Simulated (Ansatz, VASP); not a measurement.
# LiPb4O8: VASP beside Ansatz

```
Pb O Li
1.0
     5.18787    0.00000    0.00000
     0.00000    5.18787    0.00000
     0.00000    0.00000    6.88352
Pb O Li
4 8 1
Cartesian
  0.0000 0.0000 -0.0949
  0.0000 0.0000 3.4159
  2.5939 2.5939 1.8157
  2.5939 2.5939 5.1885
  1.4895 1.6873 0.0573
  1.5928 1.5664 3.4636
  0.9066 4.0834 1.6636
  1.0276 4.1867 5.1408
  3.6984 3.5006 0.0573
  3.5951 3.6215 3.4636
  4.2812 1.1045 1.6636
  4.1603 1.0012 5.1408
  0.0000 2.5939 0.8604
```

Alike in both runs: functional PBE; dispersion D3(BJ); k mesh 6 × 6 × 4; occupations gaussian, width 0.1 eV; no spin polarisation.

Ansatz relaxed the structure, and its values are those at the end. VASP's run is a single point on that final structure, the one shown.

```csv
,VASP,Ansatz
version,VASP 6.6.1,Ansatz 0.2.0
potentials or method,"VASP PAW PBE potentials, release 64 (Pb_d, O, Li_sv), cutoff 520 eV","scalar-relativistic, plane waves, PAW"
valence electrons in the cell,107,107
```

```tsv
	VASP	Ansatz	Ansatz less VASP
gap on the k mesh at the Fermi level (eV)	none	none	-
rms of the force components (eV/Å)	0.008	0.008	+0.0001
```

A gap of «none» marks a metal or a gap that the smearing closes.

Neither program's run includes spin-orbit coupling. Noted on VASP's run: the cutoff is short for stress, so the pressure is rough.
